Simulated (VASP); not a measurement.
Input of a VASP 6.6.1 run:

Contents of INCAR:

```
SYSTEM = AgPt3
PREC = Accurate
ENCUT = 520
EDIFF = 1E-6
ISMEAR = -1
SIGMA = 0.08
LREAL = .FALSE.
LASPH = .TRUE.
NELM = 60
ALGO = Normal
ISIF = 2
LWAVE = .FALSE.
LCHARG = .FALSE.
GGA = CA
NBANDS = 28
```

KPOINTS

```
regular mesh
0
G
  9 9 9
  0 0 0
```

The input POSCAR:

```
AgPt3
1.0
    3.8738247147      0.0000000000      0.0000000000
    0.0000000000      3.8738247147      0.0000000000
    0.0000000000      0.0000000000      3.8738247147
Ag Pt
1 3
Direct
    0.0000000000      0.0000000000      0.0000000000
    0.0000000000      0.5000000000      0.5000000000
    0.5000000000      0.0000000000      0.5000000000
    0.5000000000      0.5000000000      0.0000000000
```

Potentials or basis: VASP PAW LDA potentials, release 64 (Ag, Pt).

Command:

```console
$ cat potpaw_LDA.64/Ag/POTCAR potpaw_LDA.64/Pt/POTCAR > POTCAR
$ mpirun -np 1 vasp_std > vasp.out
```

Question: What does it give for the pressure?

Answer: 8.7 GPa.
